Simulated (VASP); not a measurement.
# Al3Si8N3 in VASP: notebook

Al3Si8N3 is run at these levels: PBE; tasks: single point.

Program: VASP 6.6.1. These are calculated values, not measurements. Logs are shortened: lines on timing, memory, paths and dates and some standing lists are left out, and cuts for length are marked.

**1. The cell of the first run**

The cell holds an amorphous packing of atoms, 14 atoms: a = 5.779 Å, b = 5.948 Å, c = 6.533 Å, α = 88.72°, β = 94.71°, γ = 91.30°.

**2. Single point, PBE**

INCAR reads:

```
PREC = Accurate ; ENCUT = 520
EDIFF = 1E-6 ; ISMEAR = -1
SIGMA = 0.1379 ; LREAL = False
LASPH = True ; NELM = 80
ALGO = Normal ; ISIF = 2
LWAVE = False ; LCHARG = False
GGA = PE ; NBANDS = 41
ISYM = 0
```

KPOINTS reads:

```
Automatic mesh
0
Gamma
  1 1 1
  0.25 0.25 0.25
```

POSCAR reads:

```
Al3Si8N3
1.0
    5.7732050000     -0.0648510000     -0.2515370000
   -0.0648510000      5.9471390000      0.0684970000
   -0.2515370000      0.0684970000      6.5273540000
Al N Si
3 3 8
Direct
    0.4852439895      0.6739199142      0.0701512933
    0.2964301417     -0.0897363679      0.3614675748
   -0.0199869269     -0.2797597300      0.7710677635
    0.8940363965      0.3650773504      0.0505482819
    0.3566672041      0.3525151725      0.0667254705
    0.1464892167      0.8723506055      0.0857506822
    1.0185010978      0.1470005452      0.6136055459
    0.9022878930      0.5298682865      0.2738940468
    0.6188667173      0.9549539257      0.7454836061
    0.1150185146      0.1707995518      0.9768659943
    0.8064572895      0.9118170217      0.3628770734
    0.2370935452      0.5591986615      0.5452003014
    0.6409221792      0.2052056675      0.0297504425
    0.4837119589      0.2530386299      0.4074966775
```

Potentials or basis: VASP PAW PBE potentials, release 64 (Al, N, Si).

Run with:

```bash
$ cat potpaw_PBE.64/Al/POTCAR potpaw_PBE.64/N/POTCAR potpaw_PBE.64/Si/POTCAR > POTCAR
$ mpirun -np 1 vasp_std > vasp.out
```

OUTCAR:

```text
PREC = Accurate
   ENCUT = 520
   EDIFF = 1E-6
   ISMEAR = -1
   LREAL = False
   LASPH = True
   NELM = 80
   ISIF = 2
   GGA = PE
   ISYM = 0

 ion  position               nearest neighbor table
   1  0.485  0.674  0.070-   5 2.04   6 2.32   2 2.71   8 2.80   9 2.82  11 2.92  13 2.97
   2  0.296  0.910  0.361-   6 1.95  14 2.30  12 2.42   1 2.71   7 2.81  11 2.83  11 2.95   9 3.01
                            10 3.05   8 3.20
   3  0.980  0.720  0.771-   6 2.39  12 2.41   9 2.53   7 2.73  11 2.98  10 3.08
   4  0.894  0.365  0.051-  13 1.72   8 1.77  10 1.84
   5  0.357  0.353  0.067-  10 1.81  13 1.91   1 2.04  14 2.35
   6  0.146  0.872  0.086-  10 1.90   2 1.95   1 2.32   3 2.39
   7  0.019  0.147  0.614-  10 2.40  11 2.42   3 2.73   9 2.75  12 2.78   2 2.81
   8  0.902  0.530  0.274-   4 1.77  11 2.44  12 2.52   1 2.80  13 2.86  14 3.07   2 3.20
   9  0.619  0.955  0.745-  13 2.40   3 2.53   7 2.75   1 2.82  11 2.82  14 2.87   2 3.01
  10  0.115  0.171  0.977-   5 1.81   4 1.84   6 1.90   7 2.40  13 2.80  13 3.03   2 3.05   3 3.08

  11  0.806  0.912  0.363-   7 2.42   8 2.44  14 2.82   9 2.82   2 2.83  13 2.87   1 2.92   2 2.95
                             3 2.98
  12  0.237  0.559  0.545-   3 2.41   2 2.42   8 2.52  14 2.56   7 2.78
  13  0.641  0.205  0.030-   4 1.72   5 1.91   9 2.40  14 2.72  10 2.80   8 2.86  11 2.87   1 2.97
                            10 3.03
  14  0.484  0.253  0.407-   2 2.30   5 2.35  12 2.56  13 2.72  11 2.82   9 2.87   8 3.07

IMPORTANT INFORMATION: All symmetrisations will be switched off!
NOSYMM: (Re-)initialisation of all symmetry stuff for point group C_1.

----------------------------------------------------------------------------------------

                                     Primitive cell

  volume of cell :     223.6819

  direct lattice vectors                    reciprocal lattice vectors
     5.773205000 -0.064851000 -0.251537000     0.173524922  0.001815417  0.006667876
    -0.064851000  5.947139000  0.068497000     0.001815417  0.168187398 -0.001694973
    -0.251537000  0.068497000  6.527354000     0.006667876 -0.001694973  0.153476174

  length of vectors
     5.779045984  5.947887001  6.532557917     0.173662474  0.168205735  0.153630301

  position of ions in fractional coordinates (direct lattice)
     0.485243989  0.673919914  0.070151293
     0.296430142  0.910263632  0.361467575
     0.980013073  0.720240270  0.771067763
     0.894036396  0.365077350  0.050548282
     0.356667204  0.352515172  0.066725471
     0.146489217  0.872350606  0.085750682
     0.018501098  0.147000545  0.613605546
     0.902287893  0.529868286  0.273894047
     0.618866717  0.954953926  0.745483606
     0.115018515  0.170799552  0.976865994
[... 87 lines left out ...]
   IMIX   =      4    mixing-type and parameters
     AMIX     =   0.40;   BMIX     =  1.00
     AMIX_MAG =   1.60;   BMIX_MAG =  1.00
  volume/ion in A,a.u.               =      15.98       107.82
  Fermi-wavevector in a.u.,A,eV,Ry     =   1.031796  1.949812 14.484805  1.064603
  Thomas-Fermi vector in A             =   2.165962
   LORBIT       =      0    0 simple, 1 ext, 2 COOP (PROOUT), +10 PAW based schemes
   GGA     = PE    functional components
   LHFCALC =     F    Hartree Fock is set to
   AEXX    =    0.0000 exact exchange contribution
   IVDW    =     0    specifies the selected vdW correction
   LEPSILON=     F    determine dielectric tensor
   LRPA    =     F    only Hartree local field effects (RPA)
 non-spin polarized calculation
  energy-cutoff  :      520.00
  volume of cell :      223.68
 maximum number of plane-waves:      6017
 NGX is ok and might be reduce to    42
   NGX = 21   NGY = 23   NGZ = 25

 number of electron      56.0000000 magnetization

 Free energy of the ion-electron system (eV)
  ---------------------------------------------------
  ext. energy  EPLUGINS =         0.00000000
  ---------------------------------------------------
  free energy    TOTEN  =       -77.40520238 eV

  energy without entropy =      -77.26599368  energy(sigma->0) =      -77.33559803

 E-fermi :   7.1945     XC(G=0): -10.0580

 val. band max:        6.7958453592   @ k =   0.2500   0.2500   0.2500
 cond. band min:       7.6356145627   @ k =   0.2500   0.2500   0.2500
 fundamental gap:      0.8397692035
 Fermi energy:         7.1944947872

 k-point     1 :       0.2500    0.2500    0.2500
  band No.  band energies     occupation
      1     -10.6415      2.00000
      2      -9.1045      2.00000
      3      -8.1877      2.00000
      4      -4.2677      2.00000
      5      -2.6664      2.00000
      6      -2.3619      2.00000
[... 32 lines left out ...]
     39      10.6115      0.00000
     40      11.0846      0.00000
 [bands above 40 left out]

------------------------ aborting loop because EDIFF is reached ----------------------------------------

  FORCE on cell =-STRESS in cart. coord.  units (eV):
  Direction    XX          YY          ZZ          XY          YZ          ZX
  --------------------------------------------------------------------------------------
  -------------------------------------------------------------------------------------
  Total       -9.7441856     -4.7992009     -3.9401632     -2.3088247      5.6677540     -0.2721935
  in kB      -69.7951471    -34.3754669    -28.2223962    -16.5375300     40.5966940     -1.9496535
  external PRESSURE =     -44.1310034 kB  Pullay stress =       0.0000000 kB

 VOLUME and BASIS-vectors are now :
 -----------------------------------------------------------------------------
  energy-cutoff  :      520.00
  volume of cell :      223.68
      direct lattice vectors                 reciprocal lattice vectors
     5.773205000 -0.064851000 -0.251537000     0.173524922  0.001815417  0.006667876
    -0.064851000  5.947139000  0.068497000     0.001815417  0.168187398 -0.001694973
    -0.251537000  0.068497000  6.527354000     0.006667876 -0.001694973  0.153476174

 POSITION                                       TOTAL-FORCE (eV/Angst)
 -----------------------------------------------------------------------------------
      2.74006      3.98123      0.38201        -1.073596     -0.397629     -0.967982
      1.56140      5.41900      2.34721        -0.890491     -0.247715     -0.172351
      5.41716      4.27263      4.83586         0.046270      0.604824      1.252152
      5.12507      2.11665      0.13007         0.450901      0.589389     -0.220039
      2.01947      2.07790      0.36997         1.929233     -0.487721     -0.008859
      0.76757      5.18436      0.58263         0.595183      0.476184     -1.721458
     -0.05707      0.91506      4.01064        -0.037245      0.119653      0.881162
      5.10584      3.11145      1.59714         0.072830      0.819093      0.869286
      3.32340      5.69017      4.77578         0.306371      0.004830     -0.463049
      0.40723      1.07522      6.35912         1.010249      0.128924      0.204291
      4.50543      5.39526      2.22823        -1.373872     -0.350160      0.158099
      1.19539      3.34760      3.53738         0.156720     -1.989605     -0.698108
      3.67938      1.18086      0.04703        -1.204350     -0.963523      0.381582
      2.67366      1.50140      2.55554         0.011798      1.693457      0.505274
 -----------------------------------------------------------------------------------
    total drift:                                0.000489      0.001093     -0.000445

  FREE ENERGIE OF THE ION-ELECTRON SYSTEM (eV)
  ---------------------------------------------------
  free  energy   TOTEN  =       -77.4052023840 eV

  energy  without entropy=      -77.2659936755  energy(sigma->0) =      -77.33559803
```

stdout:

```text
POSCAR found type information on POSCAR AlN Si
 POSCAR found :  3 types and      14 ions
 scaLAPACK will be used
 LDA part: xc-table for (Slater+PW92), standard interpolation
 POSCAR, INCAR and KPOINTS ok, starting setup
 FFT: planning ... GRIDC
 FFT: planning ... GRID_SOFT
 FFT: planning ... GRID
 WAVECAR not read
 entering main loop
```

Run time: 15 s. Hardware: 1 thread of AMD EPYC 9R45 (Zen 5), shared host; peak memory 0.29 GiB.

What came out:

* Free energy: -77.4052 eV
* Pressure: -4.4 GPa
* Largest force: 2.114 eV/Å
* Band gap on the k mesh: 0.84 eV

Forces on the atoms (eV/Å):
```
Al  -1.074 -0.398 -0.968
Al  -0.890 -0.248 -0.172
Al   0.046  0.605  1.252
N    0.451  0.589 -0.220
N    1.929 -0.488 -0.009
N    0.595  0.476 -1.721
Si  -0.037  0.120  0.881
Si   0.073  0.819  0.869
Si   0.306  0.005 -0.463
Si   1.010  0.129  0.204
Si  -1.374 -0.350  0.158
Si   0.157 -1.990 -0.698
Si  -1.204 -0.964  0.382
Si   0.012  1.693  0.505
```

Stress tensor (GPa, compression positive):
```
-6.98 -1.65 -0.19
-1.65 -3.44  4.06
-0.19  4.06 -2.82
```

Caveat: the k points lie up to 1.09 Å⁻¹ apart.

**3. Single point, PBE**

INCAR reads:

```
SYSTEM = Al3Si8N3
PREC = Accurate
ENCUT = 520
EDIFF = 1E-6
ISMEAR = -1
SIGMA = 0.05
LREAL = .FALSE.
LASPH = .TRUE.
NELM = 80
ALGO = Normal
ISIF = 2
LWAVE = .FALSE.
LCHARG = .FALSE.
GGA = PE
NBANDS = 41
ISYM = 0
```

KPOINTS is that of step 2.

POSCAR reads:

```
Al3Si8N3
1.0
    5.7732050000     -0.0648510000     -0.2515370000
   -0.0648510000      5.9471390000      0.0684970000
   -0.2515370000      0.0684970000      6.5273540000
Al N Si
3 3 8
Direct
    0.5238289254      0.6756524599      0.0218657039
    0.2273429904      0.8839331367      0.3488939631
    1.0035188392      0.6793672675      0.8846902586
    0.9492523612      0.3849459944      0.0516756783
    0.4514327105      0.3216882801      0.0707322366
    0.2212005599      0.8700590605      0.0480445353
    0.0541586210      0.1249515644      0.6246977090
    0.8832772958      0.5603879224      0.2880498024
    0.6791977561      0.9803037008      0.7207218275
    0.1934260122      0.1682455590      0.9657232445
    0.7141746708      0.9278996954      0.3579058235
    0.2240531202      0.5270744811      0.5509856872
    0.7160927470      0.1749637338      0.0449462876
    0.4971946852      0.3071167786      0.3799202987
```

Potentials or basis: VASP PAW PBE potentials, release 64 (Al, N, Si).

Run with:

```bash
$ cat potpaw_PBE.64/Al/POTCAR potpaw_PBE.64/N/POTCAR potpaw_PBE.64/Si/POTCAR > POTCAR
$ mpirun -np 1 vasp_std > vasp.out
```

Run time: 13 s. Hardware: 1 thread of AMD EPYC 9R45 (Zen 5), shared host; peak memory 0.29 GiB.

It converged, with:

- Free energy: -80.2671 eV
- Pressure: -6.3 GPa
- Largest force: 1.516 eV/Å
- Band gap on the k mesh: 0.96 eV

Forces in eV/Å, atoms in the order of the input:
```
Al  -0.607  0.085 -0.211
Al  -0.007  0.643  0.191
Al  -0.487  0.137 -0.269
N    0.385 -0.004  0.203
N   -1.192  0.917  0.193
N    0.622 -0.589  0.123
Si  -0.022 -0.388 -0.187
Si  -0.339 -0.119  0.668
Si   0.692 -0.089  0.039
Si   0.256  0.288 -0.047
Si   0.521  0.067  0.088
Si  -0.609 -0.346  0.169
Si   0.652 -0.258 -0.595
Si   0.136 -0.345 -0.364
```

Stress tensor (GPa, compression positive):
```
-8.90 -3.81  4.34
-3.81 -9.19 -0.38
 4.34 -0.38 -0.81
```

Levels at points of the mesh, in eV from the valence-band top:
```tsv
k point	band 25	band 26	band 27	band 28	band 29	band 30	band 31	band 32
(0.25, 0.25, 0.25)	-1.20	-0.72	-0.40	0.00	0.96	1.43	1.85	2.19
```

Caveat: the k points lie up to 1.09 Å⁻¹ apart.
